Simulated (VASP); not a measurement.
# MgO (P6_3mc) in VASP: notebook

The runs below take MgO through single point, with PBE.

Everything below comes from runs of VASP 6.6.1. Logs are shortened: lines on timing, memory, paths and dates and some standing lists are left out, and cuts for length are marked.

### 1 The cell of the first run

Symmetry: P6_3mc, No. 186, hexagonal system. Conventional cell: a = 3.461 Å, b = 3.461 Å, c = 9.825 Å, α = 90.00°, β = 90.00°, γ = 120.00°. Mg (site symmetry 3m) has 4 O at 1.86 to 2.08 Å within 2.5 Å. Mg (site symmetry 3m) has 4 O at 1.88 to 2.08 Å within 2.5 Å. O (site symmetry 3m) has 4 Mg at 1.86 to 2.08 Å within 2.5 Å. O (site symmetry 3m) has 4 Mg at 1.88 to 2.08 Å within 2.5 Å.

### 2 Single point, PBE (volume 12.739 Å^3 an atom, c/a of the conventional cell 2.8388)

INCAR

```
SYSTEM = MgO
PREC = Accurate
ENCUT = 520
EDIFF = 1E-7
ISMEAR = 0
SIGMA = 0.05
LREAL = .False.
LASPH = .True.
NELM = 60
ALGO = Normal
ISIF = 2
LWAVE = .False.
LCHARG = .False.
GGA = PE
NBANDS = 26
```

KPOINTS

```
regular mesh
0
Gamma
  9 9 4
  0 0 0
```

POSCAR

```
MgO
1.0
    3.4608807249      0.0000000000      0.0000000000
   -1.7304403625      2.9972106272      0.0000000000
    0.0000000000      0.0000000000      9.8247482019
Mg O
4 4
Direct
    0.3333333333      0.6666666667      0.9694906392
    0.0000000000      0.0000000000      0.2208211786
    0.0000000000      0.0000000000      0.7208211786
    0.6666666667      0.3333333333      0.4694906392
    0.3333333333      0.6666666667      0.7800420079
    0.0000000000      0.0000000000      0.5296443544
    0.0000000000      0.0000000000      0.0296443544
    0.6666666667      0.3333333333      0.2800420079
```

Potentials or basis: VASP PAW PBE potentials, release 64 (Mg, O).

Run with:

```console
cat potpaw_PBE.64/Mg/POTCAR potpaw_PBE.64/O/POTCAR > POTCAR
mpirun -np 1 vasp_std > vasp.out
```

OUTCAR:

```text
SYSTEM = MgO
   PREC = Accurate
   ENCUT = 520
   EDIFF = 1E-7
   ISMEAR = 0
   LREAL = .False.
   LASPH = .True.
   NELM = 60
   ISIF = 2
   GGA = PE

 ion  position               nearest neighbor table
   1  0.333  0.667  0.969-   5 1.86   7 2.08   7 2.08   7 2.08   3 3.16   3 3.16   3 3.16   2 3.18
                             2 3.18   2 3.18
   2  0.000  0.000  0.221-   7 1.88   8 2.08   8 2.08   8 2.08   4 3.16   4 3.16   4 3.16   1 3.18
                             1 3.18   1 3.18
   3  0.000  0.000  0.721-   6 1.88   5 2.08   5 2.08   5 2.08   1 3.16   1 3.16   1 3.16   4 3.18
                             4 3.18   4 3.18
   4  0.667  0.333  0.469-   8 1.86   6 2.08   6 2.08   6 2.08   2 3.16   2 3.16   2 3.16   3 3.18
                             3 3.18   3 3.18
   5  0.333  0.667  0.780-   1 1.86   3 2.08   3 2.08   3 2.08
   6  0.000  0.000  0.530-   3 1.88   4 2.08   4 2.08   4 2.08
   7  0.000  0.000  0.030-   2 1.88   1 2.08   1 2.08   1 2.08
   8  0.667  0.333  0.280-   4 1.86   2 2.08   2 2.08   2 2.08

  LATTYP: Found a hexagonal cell.
 ALAT       =     3.4608807249
 C/A-ratio  =     2.8388000000

  Lattice vectors:

 A1 = (   3.4608807249,   0.0000000000,   0.0000000000)
 A2 = (  -1.7304403625,   2.9972106272,   0.0000000000)
 A3 = (   0.0000000000,   0.0000000000,   9.8247482019)

Analysis of symmetry for initial positions (statically):
=====================================================================
 Subroutine PRICEL returns:
 Original cell was already a primitive cell.

 Routine SETGRP: Setting up the symmetry group for a
 hexagonal supercell.

 Subroutine GETGRP returns: Found 12 space group operations
 (whereof  6 operations were pure point group operations)
 out of a pool of 24 trial point group operations.

The static configuration has the point symmetry C_3v.
 The point group associated with its full space group is C_6v.

Analysis of symmetry for dynamics (positions and initial velocities):
=====================================================================
 Subroutine PRICEL returns:
 Original cell was already a primitive cell.

 Routine SETGRP: Setting up the symmetry group for a
 hexagonal supercell.

 Subroutine GETGRP returns: Found 12 space group operations
 (whereof  6 operations were pure point group operations)
 out of a pool of 24 trial point group operations.

The dynamic configuration has the point symmetry C_3v.
 The point group associated with its full space group is C_6v.

 Subroutine INISYM returns: Found 12 space group operations
 (whereof  6 operations are pure point group operations),
 and found     1 'primitive' translations

----------------------------------------------------------------------------------------

                                     Primitive cell

  volume of cell :     101.9120

  direct lattice vectors                    reciprocal lattice vectors
     3.460880725  0.000000000  0.000000000     0.288943792  0.166821776  0.000000000
    -1.730440362  2.997210627  0.000000000     0.000000000  0.333643552  0.000000000
     0.000000000  0.000000000  9.824748202     0.000000000  0.000000000  0.101783779

  length of vectors
     3.460880725  3.460880725  9.824748202     0.333643552  0.333643552  0.101783779

  position of ions in fractional coordinates (direct lattice)
     0.333333333  0.666666667  0.969490639
     0.000000000  0.000000000  0.220821179
     0.000000000  0.000000000  0.720821179
     0.666666667  0.333333333  0.469490639
     0.333333333  0.666666667  0.780042008
     0.000000000  0.000000000  0.529644354
     0.000000000  0.000000000  0.029644354
     0.666666667  0.333333333  0.280042008

  ion indices of the primitive-cell ions
   primitive index   ion index
                 1           1
                 2           2
                 3           3
                 4           4
                 5           5
                 6           6
                 7           7
                 8           8

----------------------------------------------------------------------------------------

 KPOINTS: regular mesh

Automatic generation of k-mesh.
 Grid dimensions read from file:
 generate k-points for:    9    9    4

 Generating k-lattice:

  Cartesian coordinates                     Fractional coordinates (reciprocal lattice)
     0.032104866  0.018535753  0.000000000     0.111111111  0.000000000  0.000000000
     0.000000000  0.037071506  0.000000000     0.000000000  0.111111111  0.000000000
     0.000000000  0.000000000  0.025445945     0.000000000  0.000000000  0.250000000

  Length of vectors
     0.037071506  0.037071506  0.025445945

  Shift w.r.t. Gamma in fractional coordinates (k-lattice)
     0.000000000  0.000000000  0.000000000

 Subroutine IBZKPT returns following result:
 ===========================================

 Found     36 irreducible k-points:

 Following reciprocal coordinates:
            Coordinates               Weight
  0.000000  0.000000  0.000000      1.000000
  0.111111 -0.000000  0.000000      6.000000
  0.222222  0.000000  0.000000      6.000000
  0.333333  0.000000  0.000000      6.000000
  0.444444  0.000000  0.000000      6.000000
  0.111111  0.111111  0.000000      6.000000
[... 16 lines left out ...]
  0.333333  0.222222  0.250000     24.000000
  0.333333  0.333333  0.250000      4.000000
 [... further k-points ...]
   k-points           NKPTS =     36   k-points in BZ     NKDIM =     36   number of bands    NBANDS=     26
   number of dos      NEDOS =    301   number of ions     NIONS =      8
   total plane-waves  NPLWV =  62720
   dimension x,y,z NGX =    28 NGY =   28 NGZ =   80
   dimension x,y,z NGXF=    56 NGYF=   56 NGZF=  160
   ions per type =               4   4
   NGX,Y,Z   is equivalent  to a cutoff of  13.45, 13.45, 13.54 a.u.
   NGXF,Y,Z  is equivalent  to a cutoff of  26.90, 26.90, 27.07 a.u.
 SYSTEM =  MgO
   PREC   = accura    normal or accurate (medium, high low for compatibility)
   ISTART =      0    job   : 0-new  1-cont  2-samecut
   ICHARG =      2    charge: 1-file 2-atom 10-const
   ISPIN  =      1    spin polarized calculation?
   LNONCOLLINEAR =      F non collinear calculations
   LSORBIT =      F    spin-orbit coupling
   LASPH  =      T    aspherical Exc in radial PAW
   ENCUT  =  520.0 eV  38.22 Ry    6.18 a.u.   6.43  6.43 18.27*2*pi/ulx,y,z
   NELM   =     60;   NELMIN=  2; NELMDL= -5     # of ELM steps
   EDIFF  = 0.1E-06   stopping-criterion for ELM
   LREAL  =      F    real-space projection
   EDIFFG = 0.1E-05   stopping-criterion for IOM
   NSW    =      0    number of steps for IOM
   IBRION =     -1    ionic relax: 0-MD 1-quasi-New 2-CG
   NFREE  =      0    steps in history (QN), initial steepest desc. (CG)
   ISIF   =      2    stress and relaxation
   ISYM   =      2    0-nonsym 1-usesym 2-fastsym
   POTIM  = 0.5000    time-step for ionic-motion
   TEBEG  =    0.0;   TEEND  =   0.0 temperature during run
   PSTRESS=    0.0 pullay stress
   NELECT =      32.0000    total number of electrons
   NUPDOWN=      -1.0000    fix difference up-down
   EMIN   =  10.00;   EMAX   =-10.00  energy-range for DOS
   EFERMI =   0.00;   METHOD = LEGACY
   ISMEAR =     0;   SIGMA  =   0.05  broadening in eV -4-tet -1-fermi 0-gaus
   EFERMI_NEDOS =   21; number of points for ismear=-14 and -15
   IALGO  =     38    algorithm
   IMIX   =      4    mixing-type and parameters
     AMIX     =   0.40;   BMIX     =  1.00
     AMIX_MAG =   1.60;   BMIX_MAG =  1.00
  volume/ion in A,a.u.               =      12.74        85.97
  Fermi-wavevector in a.u.,A,eV,Ry     =   1.112713  2.102722 16.845776  1.238130
  Thomas-Fermi vector in A             =   2.249290
   LORBIT       =      0    0 simple, 1 ext, 2 COOP (PROOUT), +10 PAW based schemes
   GGA     = PE    functional components
   LHFCALC =     F    Hartree Fock is set to
   AEXX    =    0.0000 exact exchange contribution
   IVDW    =     0    specifies the selected vdW correction
   LEPSILON=     F    determine dielectric tensor
   LRPA    =     F    only Hartree local field effects (RPA)
 non-spin polarized calculation
 Gauss-broadening in eV      SIGMA  =   0.05
  energy-cutoff  :      520.00
  volume of cell :      101.91
 maximum number of plane-waves:      2783
 NGX is ok and might be reduce to    28
   NGX = 13   NGY = 13   NGZ = 37

 number of electron      32.0000000 magnetization

 Free energy of the ion-electron system (eV)
  ---------------------------------------------------
  ext. energy  EPLUGINS =         0.00000000
  ---------------------------------------------------
  free energy    TOTEN  =       -46.20846382 eV

  energy without entropy =      -46.20846382  energy(sigma->0) =      -46.20846382

 E-fermi :   0.9709     XC(G=0):  -9.4147

 val. band max:        0.7078397031   @ k =   0.0000   0.0000   0.0000
 cond. band min:       3.6889549971   @ k =   0.0000   0.0000   0.0000
 fundamental gap:      2.9811152940
 Fermi energy:         0.9708582458

 k-point     1 :       0.0000    0.0000    0.0000
  band No.  band energies     occupation
      1     -15.2822      2.00000
      2     -14.9464      2.00000
      3     -14.8740      2.00000
      4     -14.5142      2.00000
      5      -2.1522      2.00000
      6      -1.1777      2.00000
[... 18 lines left out ...]
     25      14.1825      0.00000
     26      14.1851      0.00000

 k-point     2 :       0.1111   -0.0000    0.0000
  band No.  band energies     occupation
      1     -15.2334      2.00000
      2     -14.9150      2.00000
      3     -14.8425      2.00000
      4     -14.5043      2.00000
      5      -2.0496      2.00000
      6      -1.2908      2.00000
[... 18 lines left out ...]
     25      13.8579      0.00000
     26      14.1692      0.00000

 k-point     3 :       0.2222    0.0000    0.0000
  band No.  band energies     occupation
      1     -15.1011      2.00000
      2     -14.8340      2.00000
      3     -14.7613      2.00000
      4     -14.4856      2.00000
      5      -1.7714      2.00000
      6      -1.6281      2.00000
[... 572 lines left out ...]
 k-point    23 :       0.3333    0.2222    0.2500
  band No.  band energies     occupation
      1     -14.7068      2.00000
      2     -14.6633      2.00000
      3     -14.5662      2.00000
      4     -14.5309      2.00000
      5      -2.0399      2.00000
      6      -1.8967      2.00000
[... 18 lines left out ...]
     25      12.7026      0.00000
     26      12.9036      0.00000

 k-point    24 :       0.3333    0.3333    0.2500
  band No.  band energies     occupation
      1     -14.6436      2.00000
      2     -14.6346      2.00000
      3     -14.5624      2.00000
      4     -14.5624      2.00000
      5      -1.7776      2.00000
      6      -1.7776      2.00000
[... 18 lines left out ...]
     25      12.5283      0.00000
     26      12.8682      0.00000

 [... further k-points ...]
[... 5 lines left out ...]
  --------------------------------------------------------------------------------------
  -------------------------------------------------------------------------------------
  Total       -7.2105530     -7.2105530      9.4401487      0.0000000      0.0000000      0.0000000
  in kB     -113.3584330   -113.3584330    148.4103173      0.0000000      0.0000000      0.0000000
  external PRESSURE =     -26.1021829 kB  Pullay stress =       0.0000000 kB

 VOLUME and BASIS-vectors are now :
 -----------------------------------------------------------------------------
  energy-cutoff  :      520.00
  volume of cell :      101.91
      direct lattice vectors                 reciprocal lattice vectors
     3.460880725  0.000000000  0.000000000     0.288943792  0.166821776  0.000000000
    -1.730440362  2.997210627  0.000000000     0.000000000  0.333643552  0.000000000
     0.000000000  0.000000000  9.824748202     0.000000000  0.000000000  0.101783779

 POSITION                                       TOTAL-FORCE (eV/Angst)
 -----------------------------------------------------------------------------------
     -0.00000      1.99814      9.52500         0.000000     -0.000000      1.273862
      0.00000      0.00000      2.16951         0.000000      0.000000      1.368477
      0.00000      0.00000      7.08189         0.000000     -0.000000      1.368477
      1.73044      0.99907      4.61263         0.000000     -0.000000      1.273862
     -0.00000      1.99814      7.66372         0.000000      0.000000     -1.345568
      0.00000      0.00000      5.20362         0.000000     -0.000000     -1.296771
      0.00000      0.00000      0.29125         0.000000     -0.000000     -1.296771
      1.73044      0.99907      2.75134        -0.000000     -0.000000     -1.345568
 -----------------------------------------------------------------------------------
    total drift:                               -0.000000     -0.000000     -0.005294

  FREE ENERGIE OF THE ION-ELECTRON SYSTEM (eV)
  ---------------------------------------------------
  free  energy   TOTEN  =       -46.2084638160 eV

  energy  without entropy=      -46.2084638160  energy(sigma->0) =      -46.20846382
```

It took 95 s on 1 thread of Intel Xeon Platinum 8259CL at 2.50GHz (Skylake/Cascade Lake), shared host; peak memory 0.27 GiB.

Results:

* Free energy: -46.2085 eV
* Pressure: -2.6 GPa
* Largest force: 1.368 eV/Å
* Band gap on the k mesh: 2.98 eV, direct

Forces in eV/Å, atoms in the order of the input:
```
Mg   0.000  0.000  1.274
Mg   0.000  0.000  1.368
Mg   0.000  0.000  1.368
Mg   0.000  0.000  1.274
O    0.000  0.000 -1.346
O    0.000  0.000 -1.297
O    0.000  0.000 -1.297
O    0.000  0.000 -1.346
```

Stress tensor (GPa, compression positive):
```
-11.34   0.00   0.00
  0.00 -11.34   0.00
  0.00   0.00  14.84
```

Levels at points of the mesh, in eV from the valence-band top:
```
           k point  band 13  band 14  band 15  band 16  band 17  band 18  band 19  band 20
(0.00, 0.00, 0.00)    -0.52    -0.35    -0.35     0.00     2.98     5.27     5.49     7.87
(0.00, 0.00, 0.50)    -0.41    -0.41    -0.41    -0.41     3.84     3.84     6.90     6.90
```

Caveat: forces of over 1 eV/Å act on the atoms, so gaps and moduli don't describe the material at rest.

### 3 Single point, PBE (volume 12.739 Å^3 an atom, c/a of the conventional cell 3.6183)

INCAR

```
SYSTEM = MgO
PREC = Accurate ; ENCUT = 520
EDIFF = 1E-6 ; ISMEAR = 0
SIGMA = 0.05 ; LREAL = .FALSE.
LASPH = .TRUE. ; NELM = 100
ALGO = Normal ; ISIF = 2
LWAVE = .FALSE. ; LCHARG = .FALSE.
GGA = PE ; NBANDS = 26
```

KPOINTS

```
Automatic mesh
0
G
  9 9 4
  0 0 0
```

Edit POSCAR of step 2 so:

```diff
@@ -2,5 +2,5 @@
 1.0
-    3.4608807249      0.0000000000      0.0000000000
-   -1.7304403625      2.9972106272      0.0000000000
-    0.0000000000      0.0000000000      9.8247482019
+    3.1920036080      0.0000000000      0.0000000000
+   -1.5960018040      2.7643562135      0.0000000000
+    0.0000000000      0.0000000000     11.5496266549
 Mg O
```

Potentials or basis: VASP PAW PBE potentials, release 64 (Mg, O).

Run with:

```console
cat potpaw_PBE.64/Mg/POTCAR potpaw_PBE.64/O/POTCAR > POTCAR
mpirun -np 1 vasp_std > vasp.out
```

Run time: 73 s. Hardware: 1 thread of Intel Xeon Platinum 8259CL at 2.50GHz (Skylake/Cascade Lake), shared host; peak memory 0.25 GiB.

Results (log left out):

```
Free energy            : -46.3054 eV
Pressure               : -2.3 GPa
Largest force          : 0.484 eV/Å
Band gap on the k mesh : 3.09 eV, direct
```

Forces in eV/Å, atoms in the order of the input:
```
Mg   0.000  0.000 -0.426
Mg   0.000  0.000 -0.484
Mg   0.000  0.000 -0.484
Mg   0.000  0.000 -0.426
O    0.000  0.000  0.484
O    0.000  0.000  0.426
O    0.000  0.000  0.426
O    0.000  0.000  0.484
```

Stress tensor (GPa, compression positive):
```
  4.78   0.00   0.00
  0.00   4.78   0.00
  0.00   0.00 -16.51
```

Levels at points of the mesh, in eV from the valence-band top:
| k point | band 12 | band 13 | band 14 | band 15 | band 16 | band 17 | band 18 | band 19 | band 20 | band 21 |
| --- | --- | --- | --- | --- | --- | --- | --- | --- | --- | --- |
| (0.00, 0.00, 0.00) | -0.09 | -0.03 | -0.03 | 0.00 | 0.00 | 3.09 | 5.38 | 5.44 | 8.44 | 8.65 |
| (0.00, 0.00, 0.50) | -0.11 | -0.01 | -0.01 | -0.01 | -0.01 | 3.89 | 3.89 | 7.01 | 7.01 | 10.08 |
